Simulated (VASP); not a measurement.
# W (Im-3m) in VASP: a series of runs

W is run at these levels: PBE; tasks: relaxation of cell and atoms.

All numbers are computed with VASP 6.6.1; they aren't measurements. Logs are shortened: lines on timing, memory, paths and dates and some standing lists are left out, and cuts for length are marked.

### 1 The cell of the first run

Symmetry: Im-3m, No. 229, cubic system. The conventional cell has a = 3.184 Å, b = 3.184 Å, c = 3.184 Å, α = 90.00°, β = 90.00°, γ = 90.00°. Within 3.6 Å of W (site symmetry m-3m) lie 14 W at 2.76 to 3.18 Å.

### 2 Relaxation of cell and atoms, PBE

INCAR

```
PREC = Accurate
ENCUT = 600
EDIFF = 1E-7
ISMEAR = -1
SIGMA = 0.05
LREAL = False
LASPH = True
NELM = 60
ALGO = Normal
ISIF = 3
LWAVE = False
LCHARG = False
GGA = PE
IBRION = 2
NSW = 60
EDIFFG = -0.005
```

KPOINTS

```
Automatic mesh
0
Gamma
  18 18 18
```

POSCAR

```
W
1.0
   -1.5921819128      1.5921819128      1.5921819128
    1.5921819128     -1.5921819128      1.5921819128
    1.5921819128      1.5921819128     -1.5921819128
W
1
Direct
    0.0000000000      0.0000000000      0.0000000000
```

Potentials or basis: VASP PAW PBE potentials, release 64 (W_sv).

Launch:

```console
cat potpaw_PBE.64/W_sv/POTCAR > POTCAR
mpirun -np 1 vasp_std > vasp.out
```

OUTCAR:

```text
PREC = Accurate
   ENCUT = 600
   EDIFF = 1E-7
   ISMEAR = -1
   LREAL = False
   LASPH = True
   NELM = 60
   ISIF = 3
   GGA = PE
   IBRION = 2
   NSW = 60
   EDIFFG = -0.005

 ion  position               nearest neighbor table
   1  0.000  0.000  0.000-

  LATTYP: Found a body centered cubic cell.
 ALAT       =     3.1843638256

  Lattice vectors:

 A1 = (  -1.5921819128,   1.5921819128,   1.5921819128)
 A2 = (   1.5921819128,  -1.5921819128,   1.5921819128)
 A3 = (   1.5921819128,   1.5921819128,  -1.5921819128)

Analysis of symmetry for initial positions (statically):
=====================================================================
 Subroutine PRICEL returns:
 Original cell was already a primitive cell.

 Routine SETGRP: Setting up the symmetry group for a
 body centered cubic supercell.

 Subroutine GETGRP returns: Found 48 space group operations
 (whereof 48 operations were pure point group operations)
 out of a pool of 48 trial point group operations.

The static configuration has the point symmetry O_h .

Analysis of symmetry for dynamics (positions and initial velocities):
=====================================================================
 Subroutine PRICEL returns:
 Original cell was already a primitive cell.

 Routine SETGRP: Setting up the symmetry group for a
 body centered cubic supercell.

 Subroutine GETGRP returns: Found 48 space group operations
 (whereof 48 operations were pure point group operations)
 out of a pool of 48 trial point group operations.

The dynamic configuration has the point symmetry O_h .

 Subroutine INISYM returns: Found 48 space group operations
 (whereof 48 operations are pure point group operations),
 and found     1 'primitive' translations

----------------------------------------------------------------------------------------

                                     Primitive cell

  volume of cell :      16.1450

  direct lattice vectors                    reciprocal lattice vectors
    -1.592181913  1.592181913  1.592181913     0.000000000  0.314034468  0.314034468
     1.592181913 -1.592181913  1.592181913     0.314034468  0.000000000  0.314034468
     1.592181913  1.592181913 -1.592181913     0.314034468  0.314034468  0.000000000

  length of vectors
     2.757739968  2.757739968  2.757739968     0.444111804  0.444111804  0.444111804

  position of ions in fractional coordinates (direct lattice)
     0.000000000  0.000000000  0.000000000

  ion indices of the primitive-cell ions
   primitive index   ion index
                 1           1

----------------------------------------------------------------------------------------

 KPOINTS: Automatic mesh

Automatic generation of k-mesh.
 Grid dimensions read from file:
 generate k-points for:   18   18   18

 Generating k-lattice:

  Cartesian coordinates                     Fractional coordinates (reciprocal lattice)
     0.000000000  0.017446359  0.017446359     0.055555556  0.000000000  0.000000000
     0.017446359  0.000000000  0.017446359     0.000000000  0.055555556  0.000000000
     0.017446359  0.017446359  0.000000000     0.000000000  0.000000000  0.055555556

  Length of vectors
     0.024672878  0.024672878  0.024672878

  Shift w.r.t. Gamma in fractional coordinates (k-lattice)
     0.000000000  0.000000000  0.000000000

 Subroutine IBZKPT returns following result:
 ===========================================

 Found    195 irreducible k-points:

 Following reciprocal coordinates:
            Coordinates               Weight
  0.000000  0.000000  0.000000      1.000000
  0.055556  0.000000  0.000000     12.000000
  0.111111  0.000000  0.000000     12.000000
  0.166667  0.000000  0.000000     12.000000
  0.222222  0.000000  0.000000     12.000000
  0.277778  0.000000  0.000000     12.000000
[... 16 lines left out ...]
  0.333333  0.111111 -0.000000     48.000000
  0.388889  0.111111  0.000000     48.000000
 [... further k-points ...]
   k-points           NKPTS =    195   k-points in BZ     NKDIM =    195   number of bands    NBANDS=     11
   number of dos      NEDOS =    301   number of ions     NIONS =      1
   total plane-waves  NPLWV =  13824
   dimension x,y,z NGX =    24 NGY =   24 NGZ =   24
   dimension x,y,z NGXF=    48 NGYF=   48 NGZF=   48
   ions per type =               1
   NGX,Y,Z   is equivalent  to a cutoff of  14.47, 14.47, 14.47 a.u.
   NGXF,Y,Z  is equivalent  to a cutoff of  28.94, 28.94, 28.94 a.u.
 SYSTEM =  unknown system
   PREC   = accura    normal or accurate (medium, high low for compatibility)
   ISTART =      0    job   : 0-new  1-cont  2-samecut
   ICHARG =      2    charge: 1-file 2-atom 10-const
   ISPIN  =      1    spin polarized calculation?
   LNONCOLLINEAR =      F non collinear calculations
   LSORBIT =      F    spin-orbit coupling
   LASPH  =      T    aspherical Exc in radial PAW
   ENCUT  =  600.0 eV  44.10 Ry    6.64 a.u.   5.51  5.51  5.51*2*pi/ulx,y,z
   NELM   =     60;   NELMIN=  2; NELMDL= -5     # of ELM steps
   EDIFF  = 0.1E-06   stopping-criterion for ELM
   LREAL  =      F    real-space projection
   EDIFFG = -.5E-02   stopping-criterion for IOM
   NSW    =     60    number of steps for IOM
   IBRION =      2    ionic relax: 0-MD 1-quasi-New 2-CG
   NFREE  =      1    steps in history (QN), initial steepest desc. (CG)
   ISIF   =      3    stress and relaxation
   ISYM   =      2    0-nonsym 1-usesym 2-fastsym
   POTIM  = 0.5000    time-step for ionic-motion
   TEBEG  =    0.0;   TEEND  =   0.0 temperature during run
   PSTRESS=    0.0 pullay stress
   NELECT =      14.0000    total number of electrons
   NUPDOWN=      -1.0000    fix difference up-down
   EMIN   =  10.00;   EMAX   =-10.00  energy-range for DOS
   EFERMI =   0.00;   METHOD = LEGACY
   ISMEAR =    -1;   SIGMA  =   0.05  broadening in eV -4-tet -1-fermi 0-gaus
   EFERMI_NEDOS =   21; number of points for ismear=-14 and -15
   IALGO  =     38    algorithm
   IMIX   =      4    mixing-type and parameters
     AMIX     =   0.40;   BMIX     =  1.00
     AMIX_MAG =   1.60;   BMIX_MAG =  1.00
  volume/ion in A,a.u.               =      16.15       108.95
  Fermi-wavevector in a.u.,A,eV,Ry     =   1.561127  2.950102 33.158985  2.437117
  Thomas-Fermi vector in A             =   2.664238
   LORBIT       =      0    0 simple, 1 ext, 2 COOP (PROOUT), +10 PAW based schemes
   GGA     = PE    functional components
   LHFCALC =     F    Hartree Fock is set to
   AEXX    =    0.0000 exact exchange contribution
   IVDW    =     0    specifies the selected vdW correction
   LEPSILON=     F    determine dielectric tensor
   LRPA    =     F    only Hartree local field effects (RPA)
 conjugate gradient relaxation of ions
 non-spin polarized calculation
  energy-cutoff  :      600.00
  volume of cell :       16.15
 maximum number of plane-waves:       559
 NGX is ok and might be reduce to    24
   NGX = 11   NGY = 11   NGZ = 11

--------------------------------------- Ionic step        1  -------------------------------------------

 number of electron      14.0000002 magnetization

 Free energy of the ion-electron system (eV)
  ---------------------------------------------------
  ext. energy  EPLUGINS =         0.00000000
  ---------------------------------------------------
  free energy    TOTEN  =       -12.95242806 eV

  energy without entropy =      -12.94707546  energy(sigma->0) =      -12.94975176

------------------------ aborting loop because EDIFF is reached ----------------------------------------

  FORCE on cell =-STRESS in cart. coord.  units (eV):
  Direction    XX          YY          ZZ          XY          YZ          ZX
  --------------------------------------------------------------------------------------
  -------------------------------------------------------------------------------------
  Total        0.0341594      0.0341594      0.0341594      0.0000000      0.0000000      0.0000000
  in kB        3.3898663      3.3898663      3.3898663      0.0000000      0.0000000      0.0000000
  external PRESSURE =       3.3898663 kB  Pullay stress =       0.0000000 kB

 VOLUME and BASIS-vectors are now :
 -----------------------------------------------------------------------------
  energy-cutoff  :      600.00
  volume of cell :       16.15
      direct lattice vectors                 reciprocal lattice vectors
    -1.592181913  1.592181913  1.592181913     0.000000000  0.314034468  0.314034468
     1.592181913 -1.592181913  1.592181913     0.314034468  0.000000000  0.314034468
     1.592181913  1.592181913 -1.592181913     0.314034468  0.314034468  0.000000000
[... 36 lines left out ...]
 POSITION                                       TOTAL-FORCE (eV/Angst)
 -----------------------------------------------------------------------------------
      1.59481      1.59481      1.59481         0.000000      0.000000     -0.000000
 -----------------------------------------------------------------------------------
    total drift:                               -0.000000     -0.000000      0.000000

  FREE ENERGIE OF THE ION-ELECTRON SYSTEM (eV)
  ---------------------------------------------------
  free  energy   TOTEN  =       -12.9522157098 eV

  energy  without entropy=      -12.9468198588  energy(sigma->0) =      -12.94951778

--------------------------------------- Ionic step        3  -------------------------------------------

 number of electron      14.0000002 magnetization

 Free energy of the ion-electron system (eV)
  ---------------------------------------------------
  ext. energy  EPLUGINS =         0.00000000
  ---------------------------------------------------
  free energy    TOTEN  =       -12.95244588 eV

  energy without entropy =      -12.94708412  energy(sigma->0) =      -12.94976500

 E-fermi :  11.1630     XC(G=0): -13.5304

 val. band max:       11.1588056698   @ k =  -0.2778   0.3333   0.2222
 cond. band min:      11.1754022477   @ k =   0.5000   0.5000   0.2222
 fundamental gap:      0.0165965778
 Fermi energy:        11.1630378998

 k-point     1 :       0.0000    0.0000    0.0000
  band No.  band energies     occupation
      1     -63.0403      2.00000
      2     -26.6305      2.00000
      3     -26.6305      2.00000
      4     -26.6305      2.00000
      5       1.6352      2.00000
      6       9.9696      2.00000
      7       9.9696      2.00000
      8       9.9696      2.00000
      9      13.3818      0.00000
     10      13.3818      0.00000
     11      25.6368      0.00000

 k-point     2 :       0.0556    0.0000    0.0000
  band No.  band energies     occupation
      1     -63.0367      2.00000
      2     -26.6698      2.00000
      3     -26.6429      2.00000
      4     -26.6307      2.00000
      5       1.7816      2.00000
      6       9.8806      2.00000
      7       9.9500      2.00000
      8      10.1103      2.00000
      9      13.2388      0.00000
     10      13.3828      0.00000
     11      25.7618      0.00000
[... 295 lines left out ...]
 k-point    24 :       0.3889    0.1111    0.0000
  band No.  band energies     occupation
      1     -62.9172      2.00000
      2     -27.7636      2.00000
      3     -27.0569      2.00000
      4     -26.6900      2.00000
      5       5.4404      2.00000
      6       7.8375      2.00000
      7      10.5487      1.99999
      8      13.1475      0.00000
      9      14.4382      0.00000
     10      17.4240      0.00000
     11      21.8143      0.00000

 [... further k-points ...]

------------------------ aborting loop because EDIFF is reached ----------------------------------------

  FORCE on cell =-STRESS in cart. coord.  units (eV):
  Direction    XX          YY          ZZ          XY          YZ          ZX
  --------------------------------------------------------------------------------------
  -------------------------------------------------------------------------------------
  Total        0.0010295      0.0010295      0.0010295      0.0000000     -0.0000000     -0.0000000
  in kB        0.1020547      0.1020547      0.1020547      0.0000000     -0.0000000     -0.0000000
  external PRESSURE =       0.1020547 kB  Pullay stress =       0.0000000 kB

 VOLUME and BASIS-vectors are now :
 -----------------------------------------------------------------------------
  energy-cutoff  :      600.00
  volume of cell :       16.16
      direct lattice vectors                 reciprocal lattice vectors
    -1.592752968  1.592752968  1.592752968     0.000000000  0.313921876  0.313921876
     1.592752968 -1.592752968  1.592752968     0.313921876  0.000000000  0.313921876
     1.592752968  1.592752968 -1.592752968     0.313921876  0.313921876  0.000000000

 POSITION                                       TOTAL-FORCE (eV/Angst)
 -----------------------------------------------------------------------------------
      0.00000      0.00000      0.00000        -0.000000     -0.000000     -0.000000
 -----------------------------------------------------------------------------------
    total drift:                                0.000000      0.000000     -0.000000

  FREE ENERGIE OF THE ION-ELECTRON SYSTEM (eV)
  ---------------------------------------------------
  free  energy   TOTEN  =       -12.9524458847 eV

  energy  without entropy=      -12.9470841204  energy(sigma->0) =      -12.94976500

 reached required accuracy - stopping structural energy minimisation
```

It took 57 s on 1 thread of Intel Xeon 8259CL, shared host; peak memory 0.18 GiB.

Results:

* Free energy: -12.9524 eV
* Relaxed volume: 16.16 Å³/atom
* Relaxed cell: a = 2.759 Å, b = 2.759 Å, c = 2.759 Å, α = 109.47°, β = 109.47°, γ = 109.47°
* Space group after relaxing (to 0.1 Å): Im-3m (No. 229)
* Energy gained by relaxing: 0.0 meV/atom
* Ionic steps: 3
* Pressure after relaxing: 0.0 GPa
* Band gap on the k mesh: zero (bands 7 and 8 overlap by 6.22 eV)

Final structure:
```xyz
1
Lattice="-1.5928 1.5928 1.5928 1.5928 -1.5928 1.5928 1.5928 1.5928 -1.5928" Properties=species:S:1:pos:R:3 pbc="T T T"
W     0.0000    0.0000    0.0000
```

Caveat: spin-orbit coupling is left out, which moves the levels of the heavy elements.

### 3 Relaxation of cell and atoms, PBE

INCAR

```
  PREC = Accurate
  ENCUT = 600
  EDIFF = 1E-7
  ISMEAR = -1
  SIGMA = 0.05
  LREAL = False
  LASPH = True
  NELM = 100
  ALGO = Normal
  ISIF = 3
  LWAVE = False
  LCHARG = False
  GGA = PE
  IBRION = 2
  NSW = 45
  EDIFFG = -0.005
```

KPOINTS is that of step 2.

POSCAR

```
W
1.0
   -1.5918097860      1.5918097860      1.5918097860
    1.5918097860     -1.5918097860      1.5918097860
    1.5918097860      1.5918097860     -1.5918097860
W
1
Direct
    0.0000000000      0.0000000000      0.0000000000
```

Potentials or basis: VASP PAW PBE potentials, release 64 (W_sv).

Launch:

```console
cat potpaw_PBE.64/W_sv/POTCAR > POTCAR
mpirun -np 1 vasp_std > vasp.out
```

Wall time 55 s (1 thread of Intel Xeon 8259CL, shared host); peak memory 0.18 GiB.

Results (log left out):

```yaml
Free_energy: -12.9524 eV
Relaxed_volume: 16.16 Å³/atom
Relaxed_cell: a = 2.759 Å, b = 2.759 Å, c = 2.759 Å, α = 109.47°, β = 109.47°, γ = 109.47°
Space_group_after_relaxing_to_0.1_Å: Im-3m (No. 229)
Energy_gained_by_relaxing: 0.0 meV/atom
Ionic_steps: 3
Pressure_after_relaxing: 0.0 GPa
Band_gap_on_the_k_mesh: zero (bands 7 and 8 overlap by 6.22 eV)
```

Final structure:
```yaml
crystal:
  lattice:
    - [-1.59275, 1.59275, 1.59275]
    - [1.59275, -1.59275, 1.59275]
    - [1.59275, 1.59275, -1.59275]
  atoms:
    - { symbol: W, position: [0.00000, 0.00000, 0.00000] }
```

Levels at points of the mesh, in eV from the Fermi level:
| k point | band 4 | band 5 | band 6 | band 7 | band 8 | band 9 | band 10 | band 11 |
| --- | --- | --- | --- | --- | --- | --- | --- | --- |
| (0.00, 0.00, 0.00) | -37.79 | -9.53 | -1.19 | -1.19 | -1.19 | 2.22 | 2.22 | 14.47 |
| (0.50, 0.00, 0.00) | -37.80 | -6.15 | -3.47 | 0.61 | 2.10 | 3.06 | 5.98 | 10.77 |
| (0.50, 0.50, 0.50) | -38.64 | -5.68 | -5.68 | 5.03 | 5.03 | 5.03 | 8.09 | 8.09 |

Caveat: spin-orbit coupling is left out, which moves the levels of the heavy elements.
